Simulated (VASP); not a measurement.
# SrCl2 in VASP: a series of runs

Aim: see how the results for SrCl2 move with the level of theory and the settings. Levels: PBE, r2SCAN. Tasks: single point.

Program: VASP 6.6.1. These are calculated values, not measurements. Logs are shortened: lines on timing, memory, paths and dates and some standing lists are left out, and cuts for length are marked.

## 1. The cell of the first run

It takes space group Fm-3m (No. 225, cubic). The conventional cell has a = 7.304 Å, b = 7.304 Å, c = 7.304 Å, α = 90.00°, β = 90.00°, γ = 90.00°. Sr (site symmetry m-3m) has 8 Cl at 3.16 Å within 4.2 Å. Cl (site symmetry -43m) has 4 Sr at 3.16 Å and 6 Cl at 3.65 Å within 4.2 Å.

## 2. Single point, PBE (strained)

INCAR

```
PREC = Accurate
ENCUT = 520
EDIFF = 1E-6
ISMEAR = 0
SIGMA = 0.02
LREAL = False
LASPH = True
NELM = 100
ALGO = Normal
ISIF = 2
LWAVE = False
LCHARG = False
GGA = PE
NBANDS = 19
```

KPOINTS

```
Automatic mesh
0
Gamma
  6 6 6
```

POSCAR

```
SrCl2
1.0
    0.0000000000      3.6521766100      3.6521766100
    3.6521766100      0.0000000000      3.6521766100
    3.6521766100      3.6521766100      0.0000000000
Sr Cl
1 2
Direct
    0.0000000000      0.0000000000      0.0000000000
    0.2500000000      0.2500000000      0.2500000000
    0.7500000000      0.7500000000      0.7500000000
```

Potentials or basis: VASP PAW PBE potentials, release 64 (Sr_sv, Cl).

Started as:

```
cat potpaw_PBE.64/Sr_sv/POTCAR potpaw_PBE.64/Cl/POTCAR > POTCAR
mpirun -np 1 vasp_std > vasp.out
```

OUTCAR:

```text
PREC = Accurate
   ENCUT = 520
   EDIFF = 1E-6
   ISMEAR = 0
   LREAL = False
   LASPH = True
   NELM = 100
   ISIF = 2
   GGA = PE

 ion  position               nearest neighbor table
   1  0.000  0.000  0.000-   3 3.16   3 3.16   3 3.16   2 3.16   3 3.16   2 3.16   2 3.16   2 3.16

   2  0.250  0.250  0.250-   1 3.16   1 3.16   1 3.16   1 3.16
   3  0.750  0.750  0.750-   1 3.16   1 3.16   1 3.16   1 3.16

  LATTYP: Found a face centered cubic cell.
 ALAT       =     7.3043532200

  Lattice vectors:

 A1 = (   0.0000000000,   3.6521766100,   3.6521766100)
 A2 = (   3.6521766100,   0.0000000000,   3.6521766100)
 A3 = (   3.6521766100,   3.6521766100,   0.0000000000)

Analysis of symmetry for initial positions (statically):
=====================================================================
 Subroutine PRICEL returns:
 Original cell was already a primitive cell.

 Routine SETGRP: Setting up the symmetry group for a
 face centered cubic supercell.

 Subroutine GETGRP returns: Found 48 space group operations
 (whereof 48 operations were pure point group operations)
 out of a pool of 48 trial point group operations.

The static configuration has the point symmetry O_h .

Analysis of symmetry for dynamics (positions and initial velocities):
=====================================================================
 Subroutine PRICEL returns:
 Original cell was already a primitive cell.

 Routine SETGRP: Setting up the symmetry group for a
 face centered cubic supercell.

 Subroutine GETGRP returns: Found 48 space group operations
 (whereof 48 operations were pure point group operations)
 out of a pool of 48 trial point group operations.

The dynamic configuration has the point symmetry O_h .

 Subroutine INISYM returns: Found 48 space group operations
 (whereof 48 operations are pure point group operations),
 and found     1 'primitive' translations

----------------------------------------------------------------------------------------

                                     Primitive cell

  volume of cell :      97.4283

  direct lattice vectors                    reciprocal lattice vectors
     0.000000000  3.652176610  3.652176610    -0.136904661  0.136904661  0.136904661
     3.652176610  0.000000000  3.652176610     0.136904661 -0.136904661  0.136904661
     3.652176610  3.652176610  0.000000000     0.136904661  0.136904661 -0.136904661

  length of vectors
     5.164957694  5.164957694  5.164957694     0.237125828  0.237125828  0.237125828

  position of ions in fractional coordinates (direct lattice)
     0.000000000  0.000000000  0.000000000
     0.250000000  0.250000000  0.250000000
     0.750000000  0.750000000  0.750000000

  ion indices of the primitive-cell ions
   primitive index   ion index
                 1           1
                 2           2
                 3           3

----------------------------------------------------------------------------------------

 KPOINTS: Automatic mesh

Automatic generation of k-mesh.
 Grid dimensions read from file:
 generate k-points for:    6    6    6

 Generating k-lattice:

  Cartesian coordinates                     Fractional coordinates (reciprocal lattice)
    -0.022817443  0.022817443  0.022817443     0.166666667  0.000000000  0.000000000
     0.022817443 -0.022817443  0.022817443     0.000000000  0.166666667  0.000000000
     0.022817443  0.022817443 -0.022817443     0.000000000  0.000000000  0.166666667

  Length of vectors
     0.039520971  0.039520971  0.039520971

  Shift w.r.t. Gamma in fractional coordinates (k-lattice)
     0.000000000  0.000000000  0.000000000

 Subroutine IBZKPT returns following result:
 ===========================================

 Found     16 irreducible k-points:

 Following reciprocal coordinates:
            Coordinates               Weight
  0.000000  0.000000  0.000000      1.000000
  0.166667  0.000000  0.000000      8.000000
  0.333333  0.000000  0.000000      8.000000
  0.500000  0.000000  0.000000      4.000000
  0.166667  0.166667  0.000000      6.000000
  0.333333  0.166667  0.000000     24.000000
[... 8 lines left out ...]
 -0.333333  0.333333  0.166667     24.000000
 -0.333333  0.500000  0.166667     12.000000
   k-points           NKPTS =     16   k-points in BZ     NKDIM =     16   number of bands    NBANDS=     19
   number of dos      NEDOS =    301   number of ions     NIONS =      3
   total plane-waves  NPLWV =  64000
   dimension x,y,z NGX =    40 NGY =   40 NGZ =   40
   dimension x,y,z NGXF=    80 NGYF=   80 NGZF=   80
   ions per type =               1   2
   NGX,Y,Z   is equivalent  to a cutoff of  12.87, 12.87, 12.87 a.u.
   NGXF,Y,Z  is equivalent  to a cutoff of  25.75, 25.75, 25.75 a.u.
 SYSTEM =  unknown system
   PREC   = accura    normal or accurate (medium, high low for compatibility)
   ISTART =      0    job   : 0-new  1-cont  2-samecut
   ICHARG =      2    charge: 1-file 2-atom 10-const
   ISPIN  =      1    spin polarized calculation?
   LNONCOLLINEAR =      F non collinear calculations
   LSORBIT =      F    spin-orbit coupling
   LASPH  =      T    aspherical Exc in radial PAW
   ENCUT  =  520.0 eV  38.22 Ry    6.18 a.u.   9.60  9.60  9.60*2*pi/ulx,y,z
   NELM   =    100;   NELMIN=  2; NELMDL= -5     # of ELM steps
   EDIFF  = 0.1E-05   stopping-criterion for ELM
   LREAL  =      F    real-space projection
   EDIFFG = 0.1E-04   stopping-criterion for IOM
   NSW    =      0    number of steps for IOM
   IBRION =     -1    ionic relax: 0-MD 1-quasi-New 2-CG
   NFREE  =      0    steps in history (QN), initial steepest desc. (CG)
   ISIF   =      2    stress and relaxation
   ISYM   =      2    0-nonsym 1-usesym 2-fastsym
   POTIM  = 0.5000    time-step for ionic-motion
   TEBEG  =    0.0;   TEEND  =   0.0 temperature during run
   PSTRESS=    0.0 pullay stress
   NELECT =      24.0000    total number of electrons
   NUPDOWN=      -1.0000    fix difference up-down
   EMIN   =  10.00;   EMAX   =-10.00  energy-range for DOS
   EFERMI =   0.00;   METHOD = LEGACY
   ISMEAR =     0;   SIGMA  =   0.02  broadening in eV -4-tet -1-fermi 0-gaus
   EFERMI_NEDOS =   21; number of points for ismear=-14 and -15
   IALGO  =     38    algorithm
   IMIX   =      4    mixing-type and parameters
     AMIX     =   0.40;   BMIX     =  1.00
     AMIX_MAG =   1.60;   BMIX_MAG =  1.00
  volume/ion in A,a.u.               =      32.48       219.16
  Fermi-wavevector in a.u.,A,eV,Ry     =   1.026243  1.939318 14.329307  1.053174
  Thomas-Fermi vector in A             =   2.160125
   LORBIT       =      0    0 simple, 1 ext, 2 COOP (PROOUT), +10 PAW based schemes
   GGA     = PE    functional components
   LHFCALC =     F    Hartree Fock is set to
   AEXX    =    0.0000 exact exchange contribution
   IVDW    =     0    specifies the selected vdW correction
   LEPSILON=     F    determine dielectric tensor
   LRPA    =     F    only Hartree local field effects (RPA)
 non-spin polarized calculation
 Gauss-broadening in eV      SIGMA  =   0.02
  energy-cutoff  :      520.00
  volume of cell :       97.43
 maximum number of plane-waves:      2685
 NGX is ok and might be reduce to    40
   NGX = 19   NGY = 19   NGZ = 19

 number of electron      24.0000003 magnetization

 Free energy of the ion-electron system (eV)
  ---------------------------------------------------
  ext. energy  EPLUGINS =         0.00000000
  ---------------------------------------------------
  free energy    TOTEN  =       -12.69616992 eV

  energy without entropy =      -12.69616992  energy(sigma->0) =      -12.69616992

 E-fermi :  -0.5459     XC(G=0):  -7.7070

 val. band max:       -0.6738459391   @ k =   0.5000   0.5000   0.0000
 cond. band min:       4.1482384873   @ k =   0.0000   0.0000   0.0000
 fundamental gap:      4.8220844264
 Fermi energy:        -0.5459240378

 k-point     1 :       0.0000    0.0000    0.0000
  band No.  band energies     occupation
      1     -34.0513      2.00000
      2     -15.9906      2.00000
      3     -15.9906      2.00000
      4     -15.9906      2.00000
      5     -13.5951      2.00000
      6     -12.9920      2.00000
[... 11 lines left out ...]
     18       7.9428      0.00000
     19       8.1113      0.00000

 k-point     2 :       0.1667    0.0000    0.0000
  band No.  band energies     occupation
      1     -34.0509      2.00000
      2     -16.0217      2.00000
      3     -15.9923      2.00000
      4     -15.9923      2.00000
      5     -13.5176      2.00000
      6     -13.0323      2.00000
[... 11 lines left out ...]
     18       7.5300      0.00000
     19       8.4060      0.00000

 k-point     3 :       0.3333    0.0000    0.0000
  band No.  band energies     occupation
      1     -34.0503      2.00000
      2     -16.0788      2.00000
      3     -15.9956      2.00000
      4     -15.9956      2.00000
      5     -13.3697      2.00000
      6     -13.1072      2.00000
[... 11 lines left out ...]
     18       7.3298      0.00000
     19       7.8067      0.00000

 k-point     4 :       0.5000    0.0000    0.0000
  band No.  band energies     occupation
      1     -34.0500      2.00000
      2     -16.1051      2.00000
      3     -15.9972      2.00000
      4     -15.9972      2.00000
      5     -13.3046      2.00000
      6     -13.1360      2.00000
[... 11 lines left out ...]
     18       7.3091      0.00000
     19       7.3091      0.00000

 k-point     5 :       0.1667    0.1667    0.0000
  band No.  band energies     occupation
      1     -34.0508      2.00000
      2     -16.0286      2.00000
      3     -15.9945      2.00000
      4     -15.9945      2.00000
      5     -13.4909      2.00000
      6     -13.0458      2.00000
[... 11 lines left out ...]
     18       7.5092      0.00000
     19       7.7972      0.00000

 k-point     6 :       0.3333    0.1667    0.0000
  band No.  band energies     occupation
      1     -34.0503      2.00000
      2     -16.0697      2.00000
      3     -16.0034      2.00000
      4     -15.9981      2.00000
      5     -13.3638      2.00000
      6     -13.1098      2.00000
[... 11 lines left out ...]
     18       7.1890      0.00000
     19       8.1756      0.00000

 k-point     7 :       0.5000    0.1667    0.0000
  band No.  band energies     occupation
      1     -34.0499      2.00000
      2     -16.0942      2.00000
      3     -16.0179      2.00000
      4     -15.9995      2.00000
      5     -13.2720      2.00000
      6     -13.1512      2.00000
[... 11 lines left out ...]
     18       7.2942      0.00000
     19       7.9462      0.00000

 k-point     8 :      -0.3333    0.1667    0.0000
  band No.  band energies     occupation
      1     -34.0500      2.00000
      2     -16.0838      2.00000
      3     -16.0207      2.00000
      4     -15.9972      2.00000
      5     -13.2938      2.00000
      6     -13.1423      2.00000
[... 11 lines left out ...]
     18       7.2717      0.00000
     19       8.1053      0.00000

 k-point     9 :      -0.1667    0.1667    0.0000
  band No.  band energies     occupation
      1     -34.0505      2.00000
      2     -16.0511      2.00000
      3     -16.0053      2.00000
      4     -15.9936      2.00000
      5     -13.4154      2.00000
      6     -13.0843      2.00000
[... 11 lines left out ...]
     18       7.5233      0.00000
     19       8.4960      0.00000

 k-point    10 :       0.3333    0.3333    0.0000
  band No.  band energies     occupation
      1     -34.0500      2.00000
      2     -16.0976      2.00000
      3     -16.0024      2.00000
      4     -16.0024      2.00000
      5     -13.2829      2.00000
      6     -13.1494      2.00000
[... 11 lines left out ...]
     18       6.9214      0.00000
     19       8.1516      0.00000

 k-point    11 :       0.5000    0.3333    0.0000
  band No.  band energies     occupation
      1     -34.0497      2.00000
      2     -16.1082      2.00000
      3     -16.0205      2.00000
      4     -16.0040      2.00000
      5     -13.2094      2.00000
      6     -13.1822      2.00000
[... 11 lines left out ...]
     18       7.5084      0.00000
     19       8.3024      0.00000

 k-point    12 :      -0.3333    0.3333    0.0000
  band No.  band energies     occupation
      1     -34.0497      2.00000
      2     -16.0753      2.00000
      3     -16.0565      2.00000
      4     -16.0015      2.00000
      5     -13.2172      2.00000
      6     -13.1751      2.00000
[... 11 lines left out ...]
     18       7.5286      0.00000
     19       8.9273      0.00000

 k-point    13 :       0.5000    0.5000    0.0000
  band No.  band energies     occupation
      1     -34.0496      2.00000
      2     -16.1293      2.00000
      3     -16.0063      2.00000
      4     -16.0063      2.00000
      5     -13.1994      2.00000
      6     -13.1782      2.00000
[... 11 lines left out ...]
     18       7.3669      0.00000
     19       8.1315      0.00000

 k-point    14 :       0.5000    0.3333    0.1667
  band No.  band energies     occupation
      1     -34.0499      2.00000
      2     -16.0850      2.00000
      3     -16.0269      2.00000
      4     -16.0010      2.00000
      5     -13.2617      2.00000
      6     -13.1583      2.00000
[... 11 lines left out ...]
     18       7.2568      0.00000
     19       8.4601      0.00000

 k-point    15 :      -0.3333    0.3333    0.1667
  band No.  band energies     occupation
      1     -34.0497      2.00000
      2     -16.0788      2.00000
      3     -16.0513      2.00000
      4     -16.0032      2.00000
      5     -13.2171      2.00000
      6     -13.1753      2.00000
[... 11 lines left out ...]
     18       7.5898      0.00000
     19       8.6362      0.00000

 k-point    16 :      -0.3333    0.5000    0.1667
  band No.  band energies     occupation
      1     -34.0496      2.00000
      2     -16.0992      2.00000
      3     -16.0377      2.00000
      4     -16.0064      2.00000
      5     -13.1938      2.00000
      6     -13.1832      2.00000
[... 11 lines left out ...]
     18       7.9078      0.00000
     19       8.5759      0.00000

------------------------ aborting loop because EDIFF is reached ----------------------------------------

  FORCE on cell =-STRESS in cart. coord.  units (eV):
  Direction    XX          YY          ZZ          XY          YZ          ZX
  --------------------------------------------------------------------------------------
  -------------------------------------------------------------------------------------
  Total       -1.7377233     -1.7377233     -1.7377233      0.0000000     -0.0000000      0.0000000
  in kB      -28.5762934    -28.5762934    -28.5762934      0.0000000     -0.0000000      0.0000000
  external PRESSURE =     -28.5762934 kB  Pullay stress =       0.0000000 kB

 VOLUME and BASIS-vectors are now :
 -----------------------------------------------------------------------------
  energy-cutoff  :      520.00
  volume of cell :       97.43
      direct lattice vectors                 reciprocal lattice vectors
     0.000000000  3.652176610  3.652176610    -0.136904661  0.136904661  0.136904661
     3.652176610  0.000000000  3.652176610     0.136904661 -0.136904661  0.136904661
     3.652176610  3.652176610  0.000000000     0.136904661  0.136904661 -0.136904661

 POSITION                                       TOTAL-FORCE (eV/Angst)
 -----------------------------------------------------------------------------------
      0.00000      0.00000      0.00000         0.000000      0.000000      0.000000
      1.82609      1.82609      1.82609        -0.000000     -0.000000      0.000000
      5.47826      5.47826      5.47826         0.000000     -0.000000     -0.000000
 -----------------------------------------------------------------------------------
    total drift:                               -0.000000     -0.000000      0.000000

  FREE ENERGIE OF THE ION-ELECTRON SYSTEM (eV)
  ---------------------------------------------------
  free  energy   TOTEN  =       -12.6961699229 eV

  energy  without entropy=      -12.6961699229  energy(sigma->0) =      -12.69616992
```

It took 51 s on 1 thread of Intel Xeon 8259CL, shared host; peak memory 0.24 GiB.

Results:

```
Free energy            : -12.6962 eV
Pressure               : -2.9 GPa
Band gap on the k mesh : 4.82 eV (least direct gap 5.11 eV)
```

Levels at points of the mesh, in eV from the valence-band top:
| k point | band 10 | band 11 | band 12 | band 13 | band 14 | band 15 |
| --- | --- | --- | --- | --- | --- | --- |
| (0.00, 0.00, 0.00) | -0.29 | -0.29 | -0.29 | 4.82 | 6.08 | 6.08 |
| (0.50, 0.00, 0.00) | -1.08 | -0.87 | -0.87 | 6.53 | 6.53 | 6.99 |
| (0.50, 0.50, 0.00) | -0.31 | -0.31 | 0.00 | 5.52 | 6.65 | 7.22 |

Caveat: the cell differs from its parent crystal (strained).

[end of part 1 of 2]
